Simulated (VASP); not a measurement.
# Ta2H3 in VASP: a series of runs, part 2 of 2

VASP 6.6.1. The steps go on from the part before.

### Step 4. Relaxation of cell and atoms, PBE

This run uses another cell than the first one, of 10.15 Å³/atom, 1.005 times its volume.

The input, INCAR:

```
SYSTEM = Ta2H3
PREC = Accurate ; ENCUT = 600
EDIFF = 1E-6 ; ISMEAR = 0
SIGMA = 0.1 ; LREAL = .FALSE.
LASPH = .TRUE. ; NELM = 80
ALGO = Normal ; ISIF = 3
LWAVE = .FALSE. ; LCHARG = .FALSE.
GGA = PE ; IBRION = 2
NSW = 90 ; EDIFFG = -0.04
```

The input, KPOINTS:

```
regular mesh
0
G
  4 4 6
  0 0 0
```

The input, POSCAR:

```
Ta2H3
1.0
    3.8971787171      0.0000000000      0.0000000000
    0.0000000000      3.8971787171      0.0000000000
    0.0000000000      0.0000000000      3.3413742467
Ta H
2 3
Direct
    0.0000000000      0.0000000000      0.5000000000
    0.5000000000      0.5000000000      0.5000000000
    0.0000000000      0.5000000000      0.0000000000
    0.5000000000      0.0000000000      0.0000000000
    0.5000000000      0.5000000000      0.0000000000
```

Potentials or basis: VASP PAW PBE potentials, release 64 (Ta_pv, H).

Launch:

```console
$ cat potpaw_PBE.64/Ta_pv/POTCAR potpaw_PBE.64/H/POTCAR > POTCAR
$ mpirun -np 1 vasp_std > vasp.out
```

OUTCAR:

```text
SYSTEM = Ta2H3
   PREC = Accurate
   ENCUT = 600
   EDIFF = 1E-6
   ISMEAR = 0
   LREAL = .FALSE.
   LASPH = .TRUE.
   NELM = 80
   ISIF = 3
   GGA = PE
   IBRION = 2
   NSW = 90
   EDIFFG = -0.04

 ion  position               nearest neighbor table
   1  0.000  0.000  0.500-   2 2.76   2 2.76   2 2.76   2 2.76
   2  0.500  0.500  0.500-   5 1.67   5 1.67   1 2.76   1 2.76   1 2.76   1 2.76
   3  0.000  0.500  0.000-
   4  0.500  0.000  0.000-
   5  0.500  0.500  0.000-   2 1.67   2 1.67

  LATTYP: Found a simple tetragonal cell.
 ALAT       =     3.8971787171
 C/A-ratio  =     0.8573828632

  Lattice vectors:

[... 190 lines left out ...]
  Direction    XX          YY          ZZ          XY          YZ          ZX
  --------------------------------------------------------------------------------------
  -------------------------------------------------------------------------------------
  Total       -0.5676022     -0.5676022      0.8392010      0.0000000     -0.0000000      0.0000000
  in kB      -17.9196242    -17.9196242     26.4941991      0.0000000     -0.0000000      0.0000000
  external PRESSURE =      -3.1150164 kB  Pullay stress =       0.0000000 kB
[... 65 lines left out ...]
--------------------------------------- Ionic step        3  -------------------------------------------

 number of electron      25.0000000 magnetization

 Free energy of the ion-electron system (eV)
  ---------------------------------------------------
  ext. energy  EPLUGINS =         0.00000000
  ---------------------------------------------------
  free energy    TOTEN  =       -29.24690331 eV

  energy without entropy =      -29.22637465  energy(sigma->0) =      -29.23663898

 E-fermi :   4.5426     XC(G=0): -11.6029

 val. band max:        4.5200425903   @ k =   0.5000   0.0000   0.3333
 cond. band min:       4.5599882488   @ k =   0.5000   0.0000   0.0000
 fundamental gap:      0.0399456585
 Fermi energy:         4.5425882715

 k-point     1 :       0.0000    0.0000    0.0000
  band No.  band energies     occupation
      1     -30.4410      2.00000
      2     -30.4410      2.00000
      3     -30.0142      2.00000
      4     -29.7515      2.00000
      5     -29.4151      2.00000
      6     -29.4151      2.00000
[... 477 lines left out ...]
  FREE ENERGIE OF THE ION-ELECTRON SYSTEM (eV)
  ---------------------------------------------------
  free  energy   TOTEN  =       -29.2469033075 eV

  energy  without entropy=      -29.2263746473  energy(sigma->0) =      -29.23663898

 reached required accuracy - stopping structural energy minimisation
```

CONTCAR:

```text
Ta2H3
   1.00000000000000
     3.8699866001690864    0.0000000000000000    0.0000000000000000
     0.0000000000000000    3.8699866001690864   -0.0000000000000000
     0.0000000000000000   -0.0000000000000000    3.3758441223222193
  Ta              H
     2     3
Direct
     0.0000000000000000    0.0000000000000000    0.5000000000000000
     0.5000000000000000    0.5000000000000000    0.5000000000000000
     0.0000000000000000    0.5000000000000000    0.0000000000000000
     0.5000000000000000    0.0000000000000000    0.0000000000000000
     0.5000000000000000    0.5000000000000000    0.0000000000000000

  0.00000000E+00  0.00000000E+00  0.00000000E+00
  0.00000000E+00  0.00000000E+00  0.00000000E+00
  0.00000000E+00  0.00000000E+00  0.00000000E+00
  0.00000000E+00  0.00000000E+00  0.00000000E+00
  0.00000000E+00  0.00000000E+00  0.00000000E+00
```

It took 70 s on 1 thread of Intel Xeon 8259CL, shared host; peak memory 0.19 GiB.

What came out:

| Property | Result |
| --- | --- |
| Free energy | -29.2469 eV |
| Relaxed volume | 10.11 Å³/atom |
| Relaxed cell | a = 3.870 Å, b = 3.870 Å, c = 3.376 Å, α = 90.00°, β = 90.00°, γ = 90.00° |
| Space group after relaxing (to 0.05 Å) | P4/mmm (No. 123) |
| Energy gained by relaxing | 1.7 meV/atom |
| Ionic steps | 3 |
| Pressure after relaxing | 0.0 GPa |

The path:
```csv
step,energy change (eV),largest force (eV/Å),pressure (GPa),volume (Å³)
1,0.0000,0.0000,-0.31,50.75
2,-0.0083,0.0000,-0.06,50.60
3,-0.0087,0.0000,0.02,50.56
```

Final structure:
```
CELL_PARAMETERS angstrom
3.86999 0.00000 0.00000
0.00000 3.86999 0.00000
0.00000 0.00000 3.37584
ATOMIC_POSITIONS crystal
Ta 0.00000 0.00000 0.50000
Ta 0.50000 0.50000 0.50000
H 0.00000 0.50000 0.00000
H 0.50000 0.00000 0.00000
H 0.50000 0.50000 0.00000
```

Caveat: the k points lie up to 0.41 Å⁻¹ apart in the final cell; spin-orbit coupling is left out, which moves the levels of the heavy elements.

### Step 5. Overview

| task | cell | k mesh | cutoff (eV) | gap on the mesh (eV) | pressure (GPa) |
| --- | --- | --- | --- | --- | --- |
| single point | a = 3.870, b = 3.870, c = 3.372 Å, 5 atoms | 4 × 4 × 6 | 520 | none | 0.1 |
| single point | a = 3.897, b = 3.897, c = 3.341 Å, 5 atoms | 6 × 6 × 4 | 520 | none | 0.1 |
| relaxation of cell and atoms | relaxed from a = 3.897, b = 3.897, c = 3.341 Å, 5 atoms | 4 × 4 × 6 | 600 | none | 0.0 |

Alike in all rows: level PBE; potentials or basis VASP PAW PBE potentials, release 64 (Ta_pv, H); no spin polarisation; smearing gaussian 0.1 eV.

Caveats: all runs use coarse meshes; spin-orbit coupling is left out, which moves the levels of the heavy elements.

Absolute energies hang on the potentials; compare differences alone.
